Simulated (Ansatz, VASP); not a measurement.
## TiSi6Mo: VASP beside Ansatz

```
Ti Si Mo
1.0
     3.35204    0.00000    0.00000
     0.00000    3.35204    0.00000
     0.00000    0.00000   10.12819
Ti Si Mo
1 6 1
Direct
  0.00000 0.00000 0.00000
  0.50000 0.50000 0.87077
  0.50000 0.50000 0.12923
  0.00000 0.00000 0.75314
  0.00000 0.00000 0.24686
  0.50000 0.50000 0.62711
  0.50000 0.50000 0.37289
  0.00000 0.00000 0.50000
```

Alike in both runs: task single point; functional PBE; k mesh 6 × 6 × 2; occupations gaussian, width 0.1 eV; collinear spin.

|  | VASP | Ansatz |
| --- | --- | --- |
| version | VASP 6.6.1 | Ansatz 0.2.0 |
| potentials or method | VASP PAW PBE potentials, release 64 (Ti_sv, Si, Mo_sv), cutoff 520 eV | scalar-relativistic, plane waves, PAW |
| valence electrons in the cell | 50 | 50 |

Ansatz gave:

| Item | Value |
| --- | --- |
| gap on the k mesh at the Fermi level (eV) | none |
| pressure (GPa) | -0.3 |
| traceless stress, the component that is largest in VASP (GPa) | 2.12 |
| rms of the force components (eV/Å) | 0.067 |
| net moment per atom (μB) | 0.00 |

Problem. What did VASP give for the same quantities?

Solution. gap on the k mesh at the Fermi level (eV): none; pressure (GPa): -0.3; traceless stress, the component that is largest in VASP (GPa): 2.14; rms of the force components (eV/Å): 0.062; net moment per atom (μB): 0.00.

Atom by atom the forces differ by 0.005 eV/Å (rms over components). A gap of «none» marks a metal or a gap that the smearing closes. With one functional, cell and mesh, what is left measures potentials, basis and numerics. Ansatz's warnings: seeded moment not kept.
